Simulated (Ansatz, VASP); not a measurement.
## One calculation of CoO, two programs

```
Co O
1.0
    -1.50800    1.50800    2.10725
     1.50800   -1.50800    2.10725
     1.50800    1.50800   -2.10725
Co O
1 1
Direct
  0.00000 0.00000 0.00000
  0.50000 0.50000 0.00000
```

Alike in both runs: task single point; functional PBE; k mesh 12 × 12 × 12; occupations gaussian, width 0.02 eV; collinear spin; Hubbard terms Co d U = 3.32 eV.

```csv
,VASP,Ansatz
version,VASP 6.6.1,Ansatz 0.2.0
potentials or method,"VASP PAW PBE potentials, release 64 (Co, O), cutoff 520 eV","scalar-relativistic, plane waves, PAW"
valence electrons in the cell,15,23
```

|  | VASP | Ansatz | Ansatz less VASP |
| --- | --- | --- | --- |
| pressure (GPa) | 0.7 | 10.4 | +9.76 |
| traceless stress, the component that is largest in VASP (GPa) | -5.16 | 1.52 | +6.685 |
| net moment per atom (μB) | 1.50 | 1.50 | 0.000 |
| size of the moment on the site where the two differ most (μB) | 2.74 | 2.59 | -0.154 |

Site moments also hang on the region over which each program counts them. The programs project onto different local orbitals, so the same U acts differently, and such runs can settle in different states. VASP's potentials hold 15 valence electrons a cell and Ansatz's 23, so a difference there can come from the potentials and not from the codes. Ansatz's warnings: minimisation memory short, reached outside group, stability check not made.
